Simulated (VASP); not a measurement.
The system is In.

```
In
1.0
     5.93588    0.00000    0.00000
     0.00000    5.93588    0.00000
     0.00000    0.00000    5.93588
In
8
Direct
  0.00000 0.00000 0.00000
  0.50000 0.50000 0.50000
  0.25000 0.00000 0.50000
  0.75000 0.00000 0.50000
  0.50000 0.25000 0.00000
  0.50000 0.75000 0.00000
  0.00000 0.50000 0.25000
  0.00000 0.50000 0.75000
```

| Item | Value |
| --- | --- |
| Program | VASP 6.6.1 |
| Task | relaxation of cell and atoms |
| Functional | r2SCAN |
| Potentials or basis | VASP PAW PBE potentials, release 64 (In_d) |
| Cutoff | 600 eV |
| k mesh | 5 × 5 × 5 |
| Occupations | fermi-dirac, width 0.1 eV |
| Spin | no spin polarisation |

At the start: pressure 1.7 GPa; volume 26.14 Å³/atom.

Problem. How do energy, volume and symmetry change on relaxing?

Solution. Over 3 steps the energy falls by 4.8 meV/atom and the volume is 27.06 Å³/atom (+3.5 %); space group Pm-3n (No. 223, to 0.1 Å) before and after.

Step by step:
```tsv
step	energy change (eV)	largest force (eV/Å)	pressure (GPa)	volume (Å³)
1	0.0000	0.0000	1.66	209.15
2	-0.0386	0.0000	-0.24	217.44
3	-0.0384	0.0000	0.03	216.49
```

Final structure:
```xyz
8
Lattice="6.0046 0.0000 0.0000 0.0000 6.0046 0.0000 0.0000 0.0000 6.0046" Properties=species:S:1:pos:R:3 pbc="T T T"
In    0.0000    0.0000    0.0000
In    3.0023    3.0023    3.0023
In    1.5011    0.0000    3.0023
In    4.5034    0.0000    3.0023
In    3.0023    1.5011    0.0000
In    3.0023    4.5034    0.0000
In    0.0000    3.0023    1.5011
In    0.0000    3.0023    4.5034
```

Caveat: the PAW data sets were made with another functional, which shifts forces and pressure a little.
